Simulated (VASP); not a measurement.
# Hf (P6/mmm) in VASP: notebook, part 2 of 2

VASP 6.6.1. The steps go on from the part before.

**3. Single point, LDA (volume scaled by 0.88)**

INCAR

```
ALGO = Normal
EDIFF = 1E-6
ENCUT = 520
GGA = CA
ISIF = 2
ISMEAR = -1
LASPH = T
LCHARG = F
LREAL = F
LWAVE = F
NBANDS = 22
NELM = 60
PREC = Accurate
SIGMA = 0.1
```

KPOINTS

```
k-points
0
Gamma
  9 9 12
```

POSCAR

```
Hf
1.0
    4.6553206937      0.0000000000      0.0000000000
   -2.3276603468      4.0316259835      0.0000000000
    0.0000000000      0.0000000000      2.9015692521
Hf
3
Direct
    1.0000000000      1.0000000000      1.0000000000
    0.3333333333      0.6666666667      0.5000000000
    0.6666666667      0.3333333333      0.5000000000
```

Potentials or basis: VASP PAW LDA potentials, release 64 (Hf_pv).

Launch:

```sh
$ cat potpaw_LDA.64/Hf_pv/POTCAR > POTCAR
$ mpirun -np 1 vasp_std > vasp.out
```

OUTCAR:

```text
EDIFF = 1E-6
   ENCUT = 520
   GGA = CA
   ISIF = 2
   ISMEAR = -1
   LASPH = T
   LREAL = F
   NELM = 60
   PREC = Accurate

 ion  position               nearest neighbor table
   1  0.000  0.000  0.000-   2 3.05   3 3.05   2 3.05   3 3.05   2 3.05   2 3.05   3 3.05   3 3.05
                             3 3.05   3 3.05   2 3.05   2 3.05
   2  0.333  0.667  0.500-   3 2.69   3 2.69   3 2.69   1 3.05   1 3.05   1 3.05   1 3.05   1 3.05
                             1 3.05
   3  0.667  0.333  0.500-   2 2.69   2 2.69   2 2.69   1 3.05   1 3.05   1 3.05   1 3.05   1 3.05
                             1 3.05

  LATTYP: Found a hexagonal cell.
 ALAT       =     4.6553206937
 C/A-ratio  =     0.6232802084

  Lattice vectors:

 A1 = (   4.6553206937,   0.0000000000,   0.0000000000)
 A2 = (  -2.3276603468,   4.0316259835,   0.0000000000)
 A3 = (   0.0000000000,   0.0000000000,   2.9015692521)

Analysis of symmetry for initial positions (statically):
=====================================================================
 Subroutine PRICEL returns:
 Original cell was already a primitive cell.

 Routine SETGRP: Setting up the symmetry group for a
 hexagonal supercell.

 Subroutine GETGRP returns: Found 24 space group operations
 (whereof 24 operations were pure point group operations)
 out of a pool of 24 trial point group operations.

The static configuration has the point symmetry D_6h.

Analysis of symmetry for dynamics (positions and initial velocities):
=====================================================================
 Subroutine PRICEL returns:
 Original cell was already a primitive cell.

 Routine SETGRP: Setting up the symmetry group for a
 hexagonal supercell.

 Subroutine GETGRP returns: Found 24 space group operations
 (whereof 24 operations were pure point group operations)
 out of a pool of 24 trial point group operations.

The dynamic configuration has the point symmetry D_6h.

 Subroutine INISYM returns: Found 24 space group operations
 (whereof 24 operations are pure point group operations),
 and found     1 'primitive' translations

----------------------------------------------------------------------------------------

                                     Primitive cell

  volume of cell :      54.4581

  direct lattice vectors                    reciprocal lattice vectors
     4.655320694  0.000000000  0.000000000     0.214807973  0.124019441  0.000000000
    -2.327660347  4.031625983  0.000000000     0.000000000  0.248038882  0.000000000
     0.000000000  0.000000000  2.901569252     0.000000000  0.000000000  0.344641094

  length of vectors
     4.655320694  4.655320694  2.901569252     0.248038882  0.248038882  0.344641094

  position of ions in fractional coordinates (direct lattice)
     0.000000000  0.000000000  0.000000000
     0.333333333  0.666666667  0.500000000
     0.666666667  0.333333333  0.500000000

  ion indices of the primitive-cell ions
   primitive index   ion index
                 1           1
                 2           2
                 3           3

----------------------------------------------------------------------------------------

 KPOINTS: k-points

Automatic generation of k-mesh.
 Grid dimensions read from file:
 generate k-points for:    9    9   12

 Generating k-lattice:

  Cartesian coordinates                     Fractional coordinates (reciprocal lattice)
     0.023867553  0.013779938  0.000000000     0.111111111  0.000000000  0.000000000
     0.000000000  0.027559876  0.000000000     0.000000000  0.111111111  0.000000000
     0.000000000  0.000000000  0.028720091     0.000000000  0.000000000  0.083333333

  Length of vectors
     0.027559876  0.027559876  0.028720091

  Shift w.r.t. Gamma in fractional coordinates (k-lattice)
     0.000000000  0.000000000  0.000000000

 Subroutine IBZKPT returns following result:
 ===========================================

 Found     84 irreducible k-points:

 Following reciprocal coordinates:
            Coordinates               Weight
  0.000000  0.000000  0.000000      1.000000
  0.111111  0.000000  0.000000      6.000000
  0.222222  0.000000  0.000000      6.000000
  0.333333  0.000000  0.000000      6.000000
  0.444444  0.000000  0.000000      6.000000
  0.111111  0.111111  0.000000      6.000000
[... 16 lines left out ...]
  0.333333  0.222222  0.083333     24.000000
  0.333333  0.333333  0.083333      4.000000
 [... further k-points ...]
   k-points           NKPTS =     84   k-points in BZ     NKDIM =     84   number of bands    NBANDS=     22
   number of dos      NEDOS =    301   number of ions     NIONS =      3
   total plane-waves  NPLWV =  31104
   dimension x,y,z NGX =    36 NGY =   36 NGZ =   24
   dimension x,y,z NGXF=    72 NGYF=   72 NGZF=   48
   ions per type =               3
   NGX,Y,Z   is equivalent  to a cutoff of  12.86, 12.86, 13.75 a.u.
   NGXF,Y,Z  is equivalent  to a cutoff of  25.71, 25.71, 27.50 a.u.
 SYSTEM =  unknown system
   PREC   = accura    normal or accurate (medium, high low for compatibility)
   ISTART =      0    job   : 0-new  1-cont  2-samecut
   ICHARG =      2    charge: 1-file 2-atom 10-const
   ISPIN  =      1    spin polarized calculation?
   LNONCOLLINEAR =      F non collinear calculations
   LSORBIT =      F    spin-orbit coupling
   LASPH  =      T    aspherical Exc in radial PAW
   ENCUT  =  520.0 eV  38.22 Ry    6.18 a.u.   8.66  8.66  5.39*2*pi/ulx,y,z
   NELM   =     60;   NELMIN=  2; NELMDL= -5     # of ELM steps
   EDIFF  = 0.1E-05   stopping-criterion for ELM
   LREAL  =      F    real-space projection
   EDIFFG = 0.1E-04   stopping-criterion for IOM
   NSW    =      0    number of steps for IOM
   IBRION =     -1    ionic relax: 0-MD 1-quasi-New 2-CG
   NFREE  =      0    steps in history (QN), initial steepest desc. (CG)
   ISIF   =      2    stress and relaxation
   ISYM   =      2    0-nonsym 1-usesym 2-fastsym
   POTIM  = 0.5000    time-step for ionic-motion
   TEBEG  =    0.0;   TEEND  =   0.0 temperature during run
   PSTRESS=    0.0 pullay stress
   NELECT =      30.0000    total number of electrons
   NUPDOWN=      -1.0000    fix difference up-down
   EMIN   =  10.00;   EMAX   =-10.00  energy-range for DOS
   EFERMI =   0.00;   METHOD = LEGACY
   ISMEAR =    -1;   SIGMA  =   0.10  broadening in eV -4-tet -1-fermi 0-gaus
   EFERMI_NEDOS =   21; number of points for ismear=-14 and -15
   IALGO  =     38    algorithm
   IMIX   =      4    mixing-type and parameters
     AMIX     =   0.40;   BMIX     =  1.00
     AMIX_MAG =   1.60;   BMIX_MAG =  1.00
  volume/ion in A,a.u.               =      18.15       122.50
  Fermi-wavevector in a.u.,A,eV,Ry     =   1.342026  2.536062 24.504559  1.801034
  Thomas-Fermi vector in A             =   2.470213
   LORBIT       =      0    0 simple, 1 ext, 2 COOP (PROOUT), +10 PAW based schemes
   GGA     = CA    functional components
   LHFCALC =     F    Hartree Fock is set to
   AEXX    =    0.0000 exact exchange contribution
   IVDW    =     0    specifies the selected vdW correction
   LEPSILON=     F    determine dielectric tensor
   LRPA    =     F    only Hartree local field effects (RPA)
 non-spin polarized calculation
  energy-cutoff  :      520.00
  volume of cell :       54.46
 maximum number of plane-waves:      1481
 NGX is ok and might be reduce to    36
   NGX = 17   NGY = 17   NGZ = 11

 number of electron      30.0000000 magnetization

 Free energy of the ion-electron system (eV)
  ---------------------------------------------------
  ext. energy  EPLUGINS =         0.00000000
  ---------------------------------------------------
  free energy    TOTEN  =       -31.63387630 eV

  energy without entropy =      -31.55967452  energy(sigma->0) =      -31.59677541

 E-fermi :   6.1436     XC(G=0): -12.4538

 val. band max:        6.1182507142   @ k =   0.4444   0.1111   0.2500
 cond. band min:       6.1837953583   @ k =   0.2222   0.2222   0.3333
 fundamental gap:      0.0655446441
 Fermi energy:         6.1435894835

 k-point     1 :       0.0000    0.0000    0.0000
  band No.  band energies     occupation
      1     -24.2912      2.00000
      2     -24.2912      2.00000
      3     -24.0942      2.00000
      4     -24.0942      2.00000
      5     -23.4313      2.00000
      6     -23.0416      2.00000
[... 574 lines left out ...]
      6     -23.3185      2.00000
[... 14 lines left out ...]
     21       9.2814      0.00000
     22      11.7553      0.00000

 [... further k-points ...]

------------------------ aborting loop because EDIFF is reached ----------------------------------------

  FORCE on cell =-STRESS in cart. coord.  units (eV):
  Direction    XX          YY          ZZ          XY          YZ          ZX
  --------------------------------------------------------------------------------------
  -------------------------------------------------------------------------------------
  Total        6.6674018      6.6674018      6.8560355      0.0000000      0.0000000      0.0000000
  in kB      196.1572793    196.1572793    201.7069489      0.0000000      0.0000000      0.0000000
  external PRESSURE =     198.0071691 kB  Pullay stress =       0.0000000 kB

 VOLUME and BASIS-vectors are now :
 -----------------------------------------------------------------------------
  energy-cutoff  :      520.00
  volume of cell :       54.46
      direct lattice vectors                 reciprocal lattice vectors
     4.655320694  0.000000000  0.000000000     0.214807973  0.124019441  0.000000000
    -2.327660347  4.031625983  0.000000000     0.000000000  0.248038882  0.000000000
     0.000000000  0.000000000  2.901569252     0.000000000  0.000000000  0.344641094

 POSITION                                       TOTAL-FORCE (eV/Angst)
 -----------------------------------------------------------------------------------
      0.00000      0.00000      0.00000        -0.000000     -0.000000      0.000000
     -0.00000      2.68775      1.45078         0.000000      0.000000     -0.000000
      2.32766      1.34388      1.45078        -0.000000      0.000000      0.000000
 -----------------------------------------------------------------------------------
    total drift:                                0.000000      0.000000     -0.000000

  FREE ENERGIE OF THE ION-ELECTRON SYSTEM (eV)
  ---------------------------------------------------
  free  energy   TOTEN  =       -31.6338762965 eV

  energy  without entropy=      -31.5596745152  energy(sigma->0) =      -31.59677541
```

OSZICAR:

```text
N       E                     dE             d eps       ncg     rms          rms(c)
DAV:   1     0.990380665699E+02    0.99038E+02   -0.16741E+04  3704   0.133E+03
DAV:   2    -0.275371541830E+02   -0.12658E+03   -0.11973E+03  4302   0.308E+02
DAV:   3    -0.324808099137E+02   -0.49437E+01   -0.47194E+01  4830   0.392E+01
DAV:   4    -0.325515560820E+02   -0.70746E-01   -0.70651E-01  4304   0.469E+00
DAV:   5    -0.325526711656E+02   -0.11151E-02   -0.11149E-02  4822   0.499E-01    0.916E+01
DAV:   6    -0.318859767340E+02    0.66669E+00   -0.52714E-01  4218   0.508E+00    0.539E+01
DAV:   7    -0.316493712946E+02    0.23661E+00   -0.87904E-01  4008   0.570E+00    0.267E+00
DAV:   8    -0.316382026882E+02    0.11169E-01   -0.72085E-02  4736   0.184E+00    0.209E+00
DAV:   9    -0.316339171202E+02    0.42856E-02   -0.24219E-02  4300   0.119E+00    0.865E-01
DAV:  10    -0.316338820482E+02    0.35072E-04   -0.23080E-03  4370   0.321E-01    0.783E-02
DAV:  11    -0.316338764331E+02    0.56151E-05   -0.67239E-05  4552   0.604E-02    0.444E-02
DAV:  12    -0.316338764638E+02   -0.30770E-07   -0.10877E-05  4570   0.242E-02    0.147E-02
DAV:  13    -0.316338762965E+02    0.16730E-06   -0.84556E-07  2748   0.703E-03
   1 F= -.31633876E+02 E0= -.31596775E+02  d E =-.742018E-01
```

stdout:

```text
POSCAR found type information on POSCAR Hf
 POSCAR found :  1 types and       3 ions
 scaLAPACK will be used
 LDA part: xc-table for (Slater(with rela. corr.)+CA(PZ))
 , standard interpolation
 POSCAR, INCAR and KPOINTS ok, starting setup
 FFT: planning ... GRIDC
 FFT: planning ... GRID_SOFT
 FFT: planning ... GRID
 WAVECAR not read
 entering main loop
```

Wall time 27 s (1 thread of Intel Xeon 6975P-C (Granite Rapids), shared host); peak memory 0.2 GiB.

Results:

```
Free energy            : -31.6339 eV
Pressure               : 19.8 GPa
Band gap on the k mesh : zero (band 15 reaches 6.70 eV, above the bottom of band 16 at 5.72 eV)
```

Levels at points of the mesh, in eV from the Fermi level:
```csv
k point,band 13,band 14,band 15,band 16,band 17,band 18
"(0.00, 0.00, 0.00)",-0.49,-0.49,-0.42,-0.42,1.18,2.37
"(0.00, 0.00, 0.50)",-2.46,-2.46,-1.85,1.56,1.56,2.54
```

Caveat: spin-orbit coupling is left out, which moves the levels of the heavy elements.
